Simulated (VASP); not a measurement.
# InAs (I-4m2) in VASP: single point with PBE

Aim: the single point of InAs with PBE.

Program: VASP 6.6.1. These are calculated values, not measurements. Logs are shortened: lines on timing, memory, paths and dates and some standing lists are left out, and cuts for length are marked.

## 1. The cell of the first run

It takes space group I-4m2 (No. 119, tetragonal). The conventional cell has a = 4.385 Å, b = 4.385 Å, c = 6.009 Å, α = 90.00°, β = 90.00°, γ = 90.00°. Within 3.5 Å of In (site symmetry -4m2) lie 4 As at 2.66 Å. Within 3.5 Å of As (site symmetry -4m2) lie 4 In at 2.66 Å.

## 2. Single point, PBE (epitaxial xy strain +1.5%)

The input, INCAR:

```
SYSTEM = InAs
PREC = Accurate
ENCUT = 510
EDIFF = 1E-6
ISMEAR = -1
SIGMA = 0.02
LREAL = .False.
LASPH = .True.
NELM = 120
ALGO = Normal
ISIF = 2
LWAVE = .False.
LCHARG = .True.
GGA = PE
LELF = .True.
LVHAR = .True.
NBANDS = 21
GGA_COMPAT = .False.
```

The input, KPOINTS:

```
regular mesh
0
Gamma
  8 8 8
  0 0 0
```

The input, POSCAR:

```
InAs
1.0
    0.0000000000      3.1004093258      3.0046786790
    3.1004093258      0.0000000000      3.0046786790
    3.1004093258      3.1004093258      0.0000000000
In As
1 1
Direct
    0.0000000000      0.0000000000      0.0000000000
    0.2500000000      0.2500000000      0.2500000000
```

Potentials or basis: VASP PAW PBE potentials, release 64 (In_d, As_d).

Started as:

```console
> cat potpaw_PBE.64/In_d/POTCAR potpaw_PBE.64/As_d/POTCAR > POTCAR
> mpirun -np 1 vasp_std > vasp.out
```

OUTCAR:

```text
SYSTEM = InAs
   PREC = Accurate
   ENCUT = 510
   EDIFF = 1E-6
   ISMEAR = -1
   LREAL = .False.
   LASPH = .True.
   NELM = 120
   ISIF = 2
   GGA = PE

 ion  position               nearest neighbor table
   1  0.000  0.000  0.000-   2 2.66   2 2.66   2 2.66   2 2.66
   2  0.250  0.250  0.250-   1 2.66   1 2.66   1 2.66   1 2.66

  LATTYP: Found a body centered tetragonal cell.
 ALAT       =     4.3846409175
 C/A-ratio  =     1.3705472058

  Lattice vectors:

 A1 = (   0.0000000000,  -3.1004093258,  -3.0046786790)
 A2 = (   0.0000000000,   3.1004093258,  -3.0046786790)
 A3 = (   3.1004093258,   0.0000000000,   3.0046786790)

Analysis of symmetry for initial positions (statically):
=====================================================================
 Subroutine PRICEL returns:
 Original cell was already a primitive cell.

 Routine SETGRP: Setting up the symmetry group for a
 body centered tetragonal supercell.

 Subroutine GETGRP returns: Found  8 space group operations
 (whereof  8 operations were pure point group operations)
 out of a pool of 16 trial point group operations.

The static configuration has the point symmetry D_2d.

Analysis of symmetry for dynamics (positions and initial velocities):
=====================================================================
 Subroutine PRICEL returns:
 Original cell was already a primitive cell.

 Routine SETGRP: Setting up the symmetry group for a
 body centered tetragonal supercell.

 Subroutine GETGRP returns: Found  8 space group operations
 (whereof  8 operations were pure point group operations)
 out of a pool of 16 trial point group operations.

The dynamic configuration has the point symmetry D_2d.

 Subroutine INISYM returns: Found  8 space group operations
 (whereof  8 operations are pure point group operations),
 and found     1 'primitive' translations

----------------------------------------------------------------------------------------

                                     Primitive cell

  volume of cell :      57.7652

  direct lattice vectors                    reciprocal lattice vectors
     0.000000000  3.100409326  3.004678679    -0.161269029  0.161269029  0.166407145
     3.100409326  0.000000000  3.004678679     0.161269029 -0.161269029  0.166407145
     3.100409326  3.100409326  0.000000000     0.161269029  0.161269029 -0.166407145

  length of vectors
     4.317479815  4.317479815  4.384640917     0.282323816  0.282323816  0.282323816

  position of ions in fractional coordinates (direct lattice)
     0.000000000  0.000000000  0.000000000
     0.250000000  0.250000000  0.250000000

  ion indices of the primitive-cell ions
   primitive index   ion index
                 1           1
                 2           2

----------------------------------------------------------------------------------------

 KPOINTS: regular mesh

Automatic generation of k-mesh.
 Grid dimensions read from file:
 generate k-points for:    8    8    8

 Generating k-lattice:

  Cartesian coordinates                     Fractional coordinates (reciprocal lattice)
    -0.020158629  0.020158629  0.020800893     0.125000000  0.000000000  0.000000000
     0.020158629 -0.020158629  0.020800893     0.000000000  0.125000000  0.000000000
     0.020158629  0.020158629 -0.020800893     0.000000000  0.000000000  0.125000000

  Length of vectors
     0.035290477  0.035290477  0.035290477

  Shift w.r.t. Gamma in fractional coordinates (k-lattice)
     0.000000000  0.000000000  0.000000000

 Subroutine IBZKPT returns following result:
 ===========================================

 Found     59 irreducible k-points:

 Following reciprocal coordinates:
            Coordinates               Weight
  0.000000  0.000000  0.000000      1.000000
  0.125000 -0.000000  0.000000      8.000000
  0.250000 -0.000000  0.000000      8.000000
  0.375000 -0.000000  0.000000      8.000000
  0.500000 -0.000000  0.000000      4.000000
  0.125000  0.125000  0.000000      2.000000
[... 16 lines left out ...]
  0.250000 -0.000000  0.125000     16.000000
  0.375000 -0.000000  0.125000     16.000000
 [... further k-points ...]
   k-points           NKPTS =     59   k-points in BZ     NKDIM =     59   number of bands    NBANDS=     21
   number of dos      NEDOS =    301   number of ions     NIONS =      2
   total plane-waves  NPLWV =  32768
   dimension x,y,z NGX =    32 NGY =   32 NGZ =   32
   dimension x,y,z NGXF=    64 NGYF=   64 NGZF=   64
   ions per type =               1   1
   NGX,Y,Z   is equivalent  to a cutoff of  12.32, 12.32, 12.13 a.u.
   NGXF,Y,Z  is equivalent  to a cutoff of  24.64, 24.64, 24.27 a.u.
 SYSTEM =  InAs
   PREC   = accura    normal or accurate (medium, high low for compatibility)
   ISTART =      0    job   : 0-new  1-cont  2-samecut
   ICHARG =      2    charge: 1-file 2-atom 10-const
   ISPIN  =      1    spin polarized calculation?
   LNONCOLLINEAR =      F non collinear calculations
   LSORBIT =      F    spin-orbit coupling
   LASPH  =      T    aspherical Exc in radial PAW
   ENCUT  =  510.0 eV  37.48 Ry    6.12 a.u.   7.95  7.95  8.07*2*pi/ulx,y,z
   NELM   =    120;   NELMIN=  2; NELMDL= -5     # of ELM steps
   EDIFF  = 0.1E-05   stopping-criterion for ELM
   LREAL  =      F    real-space projection
   EDIFFG = 0.1E-04   stopping-criterion for IOM
   NSW    =      0    number of steps for IOM
   IBRION =     -1    ionic relax: 0-MD 1-quasi-New 2-CG
   NFREE  =      0    steps in history (QN), initial steepest desc. (CG)
   ISIF   =      2    stress and relaxation
   ISYM   =      2    0-nonsym 1-usesym 2-fastsym
   POTIM  = 0.5000    time-step for ionic-motion
   TEBEG  =    0.0;   TEEND  =   0.0 temperature during run
   PSTRESS=    0.0 pullay stress
   NELECT =      28.0000    total number of electrons
   NUPDOWN=      -1.0000    fix difference up-down
   EMIN   =  10.00;   EMAX   =-10.00  energy-range for DOS
   EFERMI =   0.00;   METHOD = LEGACY
   ISMEAR =    -1;   SIGMA  =   0.02  broadening in eV -4-tet -1-fermi 0-gaus
   EFERMI_NEDOS =   21; number of points for ismear=-14 and -15
   IALGO  =     38    algorithm
   IMIX   =      4    mixing-type and parameters
     AMIX     =   0.40;   BMIX     =  1.00
     AMIX_MAG =   1.60;   BMIX_MAG =  1.00
  volume/ion in A,a.u.               =      28.88       194.91
  Fermi-wavevector in a.u.,A,eV,Ry     =   1.285994  2.430176 22.501037  1.653780
  Thomas-Fermi vector in A             =   2.418095
   LORBIT       =      0    0 simple, 1 ext, 2 COOP (PROOUT), +10 PAW based schemes
   GGA     = PE    functional components
   LHFCALC =     F    Hartree Fock is set to
   AEXX    =    0.0000 exact exchange contribution
   IVDW    =     0    specifies the selected vdW correction
   LEPSILON=     F    determine dielectric tensor
   LRPA    =     F    only Hartree local field effects (RPA)
 non-spin polarized calculation
  energy-cutoff  :      510.00
  volume of cell :       57.77
 maximum number of plane-waves:      1527
   NGX = 15   NGY = 15   NGZ = 17

 number of electron      28.0000005 magnetization

 Free energy of the ion-electron system (eV)
  ---------------------------------------------------
  ext. energy  EPLUGINS =         0.00000000
  ---------------------------------------------------
  free energy    TOTEN  =        -7.71599604 eV

  energy without entropy =       -7.71596316  energy(sigma->0) =       -7.71597960

 E-fermi :   3.4790     XC(G=0):  -9.1590

 val. band max:        3.4020139009   @ k =   0.0000   0.0000   0.0000
 cond. band min:       3.5399485809   @ k =   0.0000   0.0000   0.0000
 fundamental gap:      0.1379346800
 Fermi energy:         3.4790474771

 k-point     1 :       0.0000    0.0000    0.0000
  band No.  band energies     occupation
      1     -31.4755      2.00000
      2     -31.4731      2.00000
      3     -31.4731      2.00000
      4     -31.4682      2.00000
      5     -31.4656      2.00000
      6     -10.8587      2.00000
[... 13 lines left out ...]
     20      12.8094      0.00000
     21      13.2860      0.00000

 k-point     2 :       0.1250   -0.0000    0.0000
  band No.  band energies     occupation
      1     -31.4755      2.00000
      2     -31.4731      2.00000
      3     -31.4731      2.00000
      4     -31.4682      2.00000
      5     -31.4656      2.00000
      6     -10.8723      2.00000
[... 13 lines left out ...]
     20      12.0488      0.00000
     21      12.3615      0.00000

 k-point     3 :       0.2500   -0.0000    0.0000
  band No.  band energies     occupation
      1     -31.4755      2.00000
      2     -31.4731      2.00000
      3     -31.4730      2.00000
      4     -31.4681      2.00000
      5     -31.4655      2.00000
      6     -10.9093      2.00000
[... 13 lines left out ...]
     20      11.9166      0.00000
     21      12.1282      0.00000

 k-point     4 :       0.3750   -0.0000    0.0000
  band No.  band energies     occupation
      1     -31.4754      2.00000
      2     -31.4731      2.00000
      3     -31.4729      2.00000
      4     -31.4681      2.00000
      5     -31.4655      2.00000
      6     -10.9443      2.00000
[... 13 lines left out ...]
     20      12.8560      0.00000
     21      12.9254      0.00000

 k-point     5 :       0.5000   -0.0000    0.0000
  band No.  band energies     occupation
      1     -31.4754      2.00000
      2     -31.4730      2.00000
      3     -31.4729      2.00000
      4     -31.4680      2.00000
      5     -31.4655      2.00000
      6     -10.9583      2.00000
[... 13 lines left out ...]
     20      13.9505      0.00000
     21      14.1948      0.00000
[... 382 lines left out ...]
     20      14.8426      0.00000
     21      15.2829      0.00000

 k-point    22 :       0.1250    0.0000    0.1250
  band No.  band energies     occupation
      1     -31.4754      2.00000
      2     -31.4732      2.00000
      3     -31.4730      2.00000
      4     -31.4682      2.00000
      5     -31.4655      2.00000
      6     -10.8851      2.00000
[... 13 lines left out ...]
     20      11.9534      0.00000
     21      13.2993      0.00000

 k-point    23 :       0.2500   -0.0000    0.1250
  band No.  band energies     occupation
      1     -31.4754      2.00000
      2     -31.4732      2.00000
      3     -31.4730      2.00000
      4     -31.4681      2.00000
      5     -31.4655      2.00000
      6     -10.9143      2.00000
[... 13 lines left out ...]
     20      12.7885      0.00000
     21      13.1343      0.00000

 k-point    24 :       0.3750   -0.0000    0.1250
  band No.  band energies     occupation
      1     -31.4754      2.00000
      2     -31.4731      2.00000
      3     -31.4729      2.00000
      4     -31.4681      2.00000
      5     -31.4655      2.00000
      6     -10.9451      2.00000
[... 13 lines left out ...]
     20      12.7798      0.00000
     21      13.5512      0.00000

 [... further k-points ...]
[... 5 lines left out ...]
  --------------------------------------------------------------------------------------
  -------------------------------------------------------------------------------------
  Total        0.3622472      0.3622472      0.6994475      0.0000000     -0.0000000      0.0000000
  in kB       10.0473048     10.0473048     19.3999057      0.0000000     -0.0000000      0.0000000
  external PRESSURE =      13.1648384 kB  Pullay stress =       0.0000000 kB

 VOLUME and BASIS-vectors are now :
 -----------------------------------------------------------------------------
  energy-cutoff  :      510.00
  volume of cell :       57.77
      direct lattice vectors                 reciprocal lattice vectors
     0.000000000  3.100409326  3.004678679    -0.161269029  0.161269029  0.166407145
     3.100409326  0.000000000  3.004678679     0.161269029 -0.161269029  0.166407145
     3.100409326  3.100409326  0.000000000     0.161269029  0.161269029 -0.166407145

 POSITION                                       TOTAL-FORCE (eV/Angst)
 -----------------------------------------------------------------------------------
      0.00000      0.00000      0.00000        -0.000000     -0.000000     -0.000000
      1.55020      1.55020      1.50234         0.000000      0.000000      0.000000
 -----------------------------------------------------------------------------------
    total drift:                                0.000001      0.000001      0.000000

  FREE ENERGIE OF THE ION-ELECTRON SYSTEM (eV)
  ---------------------------------------------------
  free  energy   TOTEN  =        -7.7159960373 eV

  energy  without entropy=       -7.7159631598  energy(sigma->0) =       -7.71597960
```

It took 23 s on 1 thread of Intel Xeon 6975P-C (Granite Rapids), shared host; peak memory 0.22 GiB.

What came out:

| Property | Result |
| --- | --- |
| Free energy | -7.7160 eV |
| Pressure | 1.3 GPa |
| Band gap on the k mesh | 0.14 eV |

Levels at points of the mesh, in eV from the valence-band top:
```
           k point  band 10  band 11  band 12  band 13  band 14  band 15  band 16  band 17  band 18  band 19
(0.00, 0.00, 0.00)   -14.15   -11.54    -0.38     0.00     0.00     0.14     3.90     3.97     3.97     7.41
(0.50, 0.00, 0.00)   -14.14   -10.20    -5.49    -0.97    -0.78     0.90     4.61     4.81     6.85     8.85
(0.50, 0.50, 0.00)   -14.12    -9.66    -5.49    -2.24    -2.24     1.58     1.93     9.02     9.02     9.12
(0.50, 0.00, 0.50)   -14.13    -9.74    -5.65    -2.08    -2.06     1.72     2.19     8.85     8.86     9.12
```

Caveat: the cell differs from its parent crystal (epitaxial xy strain +1.5%); semilocal functionals underestimate gaps, and a narrow one can read as zero; spin-orbit coupling is left out, which moves the levels of the heavy elements.
